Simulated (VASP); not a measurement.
Runs of VASP 6.6.1 on CsPbCl3. The structure is that of space group Pm-3m (No. 221), or close to it. The cells are those of the table. 

| level | cell | gap on the mesh (eV) | pressure (GPa) |
| --- | --- | --- | --- |
| r2SCAN | a = 5.736 Å, 5 atoms | 2.60 | (b) |
| PBE | a = 5.867 Å, 5 atoms | 2.43 | -1.3 |
| PBE | a = 5.736, b = 5.736, c = 5.621 Å, 5 atoms | (a) | 0.4 |
| PBE | a = 5.921 Å, 5 atoms | 2.50 | -1.7 |

Alike in all rows: task single point; potentials or basis VASP PAW PBE potentials, release 64 (Cs_sv, Pb_d, Cl); no spin polarisation; k mesh 6 × 6 × 6; cutoff (eV) 520; smearing gaussian 0.05 eV.

Question: Fill in the values left out.

Answer: (a) 2.09; (b) -0.8.

Caveats: spin-orbit coupling is left out, which moves the levels of the heavy elements; the PAW data sets were made with another functional, which shifts forces and pressure a little (at least some runs).

A k mesh can miss the band edges, and the runs leave out spin-orbit coupling on Cs, Pb.
